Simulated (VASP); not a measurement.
Write the native input for VASP 6.6.1 that does the following.

- Task: single point
- Functional: LDA
- Potentials or basis: VASP PAW LDA potentials, release 64 (Ir)
- Cutoff: 520 eV
- k mesh: 10 × 10 × 5
- Occupations: gaussian, width 0.15 eV
- Spin: no spin polarisation
- Dipole correction: no
- Further INCAR settings: ALGO = Normal; EDIFF = 1e-06; NBANDS = 16

The structure of Ir lies in POSCAR:

```
Ir
1.0
    2.6934520723      0.0000000028      0.0000000000
   -1.3467260386      2.3325979171      0.0000000000
    0.0000000000      0.0000000000      4.4277432935
Ir
2
Direct
    0.6666666667      0.3333333333      0.7500000000
    0.3333333333      0.6666666667      0.2500000000
```

The input as run:

INCAR

```
SYSTEM = Ir
ALGO = Normal
EDIFF = 1E-6
ENCUT = 520
ISIF = 2
ISMEAR = 0
LASPH = .True.
LCHARG = .False.
LREAL = .False.
LWAVE = .False.
NBANDS = 16
NELM = 60
PREC = Accurate
SIGMA = 0.15
```

KPOINTS

```
k-points
0
Gamma
  10 10 5
  0 0 0
```

Potentials or basis: VASP PAW LDA potentials, release 64 (Ir).

Command:

```bash
$ cat potpaw_LDA.64/Ir/POTCAR > POTCAR
$ mpirun -np 1 vasp_std > vasp.out
```

It gave:

```yaml
Pressure: 2.6 GPa
Band_gap_on_the_k_mesh: zero (band 9 reaches 11.75 eV, above the bottom of band 10 at 8.45 eV)
```

Caveat: spin-orbit coupling is left out, which moves the levels of the heavy elements.

It took 14 s on 1 thread of Intel(R) Xeon(R) Platinum 8488C (Sapphire Rapids), with other jobs on the host, peak memory 0.14 GiB.
